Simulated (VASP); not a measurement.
# Os (I4/mmm) in VASP: notebook, part 2 of 2

VASP 6.6.1. The steps go on from the part before.

### Step 4. Single point, PBEsol (strain -0.025 along x and y, +0.025 along z)

INCAR reads:

```
SYSTEM = Os
ALGO = Normal
EDIFF = 1E-6
ENCUT = 520
GGA = PS
ISIF = 2
ISMEAR = 0
LASPH = .True.
LCHARG = .False.
LREAL = .False.
LWAVE = .False.
NBANDS = 10
NELM = 80
PREC = Accurate
SIGMA = 0.15
```

KPOINTS reads:

```
k-points
0
Gamma
  20 20 20
  0 0 0
```

POSCAR reads:

```
Os
1.0
    0.0000000000      1.8963750000      1.9936250000
    1.8963750000      0.0000000000      1.9936250000
    1.8963750000      1.8963750000      0.0000000000
Os
1
Direct
    0.0000000000      0.0000000000      0.0000000000
```

Potentials or basis: VASP PAW PBE potentials, release 64 (Os).

Started as:

```sh
cat potpaw_PBE.64/Os/POTCAR > POTCAR
mpirun -np 1 vasp_std > vasp.out
```

OUTCAR:

```text
SYSTEM = Os
   EDIFF = 1E-6
   ENCUT = 520
   GGA = PS
   ISIF = 2
   ISMEAR = 0
   LASPH = .True.
   LREAL = .False.
   NELM = 80
   PREC = Accurate

 ion  position               nearest neighbor table
   1  0.000  0.000  0.000-

  LATTYP: Found a body centered tetragonal cell.
 ALAT       =     2.6818792443
 C/A-ratio  =     1.4867373348

  Lattice vectors:

 A1 = (  -1.8963750000,   0.0000000000,   1.9936250000)
 A2 = (   1.8963750000,   0.0000000000,   1.9936250000)
 A3 = (   0.0000000000,   1.8963750000,  -1.9936250000)

Analysis of symmetry for initial positions (statically):
=====================================================================
 Subroutine PRICEL returns:
 Original cell was already a primitive cell.

 Routine SETGRP: Setting up the symmetry group for a
 body centered tetragonal supercell.

 Subroutine GETGRP returns: Found 16 space group operations
 (whereof 16 operations were pure point group operations)
 out of a pool of 16 trial point group operations.

The static configuration has the point symmetry D_4h.

Analysis of symmetry for dynamics (positions and initial velocities):
=====================================================================
 Subroutine PRICEL returns:
 Original cell was already a primitive cell.

 Routine SETGRP: Setting up the symmetry group for a
 body centered tetragonal supercell.

 Subroutine GETGRP returns: Found 16 space group operations
 (whereof 16 operations were pure point group operations)
 out of a pool of 16 trial point group operations.

The dynamic configuration has the point symmetry D_4h.

 Subroutine INISYM returns: Found 16 space group operations
 (whereof 16 operations are pure point group operations),
 and found     1 'primitive' translations

----------------------------------------------------------------------------------------

                                     Primitive cell

[... 105 lines left out ...]
   IALGO  =     38    algorithm
   IMIX   =      4    mixing-type and parameters
     AMIX     =   0.40;   BMIX     =  1.00
     AMIX_MAG =   1.60;   BMIX_MAG =  1.00
  volume/ion in A,a.u.               =      14.34        96.77
  Fermi-wavevector in a.u.,A,eV,Ry     =   1.347713  2.546809 24.712686  1.816331
  Thomas-Fermi vector in A             =   2.475441
   LORBIT       =      0    0 simple, 1 ext, 2 COOP (PROOUT), +10 PAW based schemes
   GGA     = PS    functional components
   LHFCALC =     F    Hartree Fock is set to
   AEXX    =    0.0000 exact exchange contribution
   IVDW    =     0    specifies the selected vdW correction
   LEPSILON=     F    determine dielectric tensor
   LRPA    =     F    only Hartree local field effects (RPA)
 non-spin polarized calculation
 Gauss-broadening in eV      SIGMA  =   0.15
  energy-cutoff  :      520.00
  volume of cell :       14.34
 maximum number of plane-waves:       400
   NGX = 11   NGY = 11   NGZ =  9

 number of electron       8.0000000 magnetization

 Free energy of the ion-electron system (eV)
  ---------------------------------------------------
  ext. energy  EPLUGINS =         0.00000000
  ---------------------------------------------------
  free energy    TOTEN  =       -12.06510115 eV

  energy without entropy =      -12.05501942  energy(sigma->0) =      -12.06006029

 E-fermi :   8.8491     XC(G=0): -14.0109

 val. band max:        8.8468007850   @ k =   0.3000   0.1000   0.0000
 cond. band min:       8.8514550734   @ k =   0.4500   0.3000   0.1000
 fundamental gap:      0.0046542884
 Fermi energy:         8.8490684318

 k-point     1 :       0.0000    0.0000    0.0000
  band No.  band energies     occupation
      1      -1.8356      2.00000
      2       5.4479      2.00000
      3       6.1684      2.00000
      4       6.1684      2.00000
      5       8.3654      1.99999
      6       9.3229      0.00001
      7      23.1456      0.00000
      8      27.6981      0.00000
      9      29.3202      0.00000
     10      29.3202      0.00000
[... 287 lines left out ...]
 k-point    24 :      -0.3500    0.0500    0.0000
  band No.  band energies     occupation
      1       1.3645      2.00000
      2       5.6044      2.00000
      3       6.4194      2.00000
      4       6.4875      2.00000
      5       9.9259      0.00000
      6      10.9329      0.00000
      7      19.9708      0.00000
      8      24.0557      0.00000
      9      29.8063      0.00000
     10      31.9392      0.00000

 [... further k-points ...]
[... 5 lines left out ...]
  --------------------------------------------------------------------------------------
  -------------------------------------------------------------------------------------
  Total       -0.4135766     -0.4135766     -1.9570349      0.0000000      0.0000000      0.0000000
  in kB      -46.2109204    -46.2109204   -218.6690115      0.0000000      0.0000000      0.0000000
  external PRESSURE =    -103.6969508 kB  Pullay stress =       0.0000000 kB

 VOLUME and BASIS-vectors are now :
 -----------------------------------------------------------------------------
  energy-cutoff  :      520.00
  volume of cell :       14.34
      direct lattice vectors                 reciprocal lattice vectors
     0.000000000  1.896375000  1.993625000    -0.263660932  0.263660932  0.250799423
     1.896375000  0.000000000  1.993625000     0.263660932 -0.263660932  0.250799423
     1.896375000  1.896375000  0.000000000     0.263660932  0.263660932 -0.250799423

 POSITION                                       TOTAL-FORCE (eV/Angst)
 -----------------------------------------------------------------------------------
      0.00000      0.00000      0.00000         0.000000      0.000000      0.000000
 -----------------------------------------------------------------------------------
    total drift:                                0.000000      0.000000      0.000000

  FREE ENERGIE OF THE ION-ELECTRON SYSTEM (eV)
  ---------------------------------------------------
  free  energy   TOTEN  =       -12.0651011492 eV

  energy  without entropy=      -12.0550194233  energy(sigma->0) =      -12.06006029
```

Wall time 59 s (1 thread of Intel Xeon Platinum 8259CL at 2.50GHz (Skylake/Cascade Lake), shared host); peak memory 0.2 GiB.

What came out:

* Free energy: -12.0651 eV
* Pressure: -10.4 GPa
* Band gap on the k mesh: zero (band 4 reaches 11.46 eV, above the bottom of band 5 at 7.23 eV)

Levels at points of the mesh, in eV from the Fermi level:
| k point | band 2 | band 3 | band 4 | band 5 | band 6 | band 7 |
| --- | --- | --- | --- | --- | --- | --- |
| (0.00, 0.00, 0.00) | -3.40 | -2.68 | -2.68 | -0.48 | 0.47 | 14.30 |
| (0.50, 0.00, 0.00) | -3.44 | -2.72 | -0.27 | 2.15 | 2.53 | 8.68 |
| (0.50, 0.50, 0.00) | -6.66 | 1.56 | 2.37 | 2.96 | 2.96 | 10.95 |
| (0.50, 0.00, 0.50) | -6.70 | 2.24 | 2.61 | 2.63 | 3.39 | 11.48 |

Caveat: the cell differs from its parent crystal (strain -0.025 along x and y, +0.025 along z); the PAW data sets were made with another functional, which shifts forces and pressure a little; spin-orbit coupling is left out, which moves the levels of the heavy elements.

### Step 5. Overview

| cell | gap on the mesh (eV) | pressure (GPa) |
| --- | --- | --- |
| a = 2.716, b = 2.716, c = 2.682 Å, angles 60.4, 60.4, 59.2°, 1 atom | none | -0.7 |
| a = 2.716, b = 2.716, c = 2.751 Å, angles 59.6, 59.6, 60.8°, 1 atom | none | -11.0 |
| a = 2.752, b = 2.752, c = 2.682 Å, angles 60.8, 60.8, 58.3°, 1 atom | none | -10.4 |

Alike in all rows: task single point; level PBEsol; potentials or basis VASP PAW PBE potentials, release 64 (Os); no spin polarisation; k mesh 20 × 20 × 20; cutoff (eV) 520; smearing gaussian 0.15 eV.

Caveats: the PAW data sets were made with another functional, which shifts forces and pressure a little; spin-orbit coupling is left out, which moves the levels of the heavy elements.

Absolute energies hang on the potentials; compare differences alone.
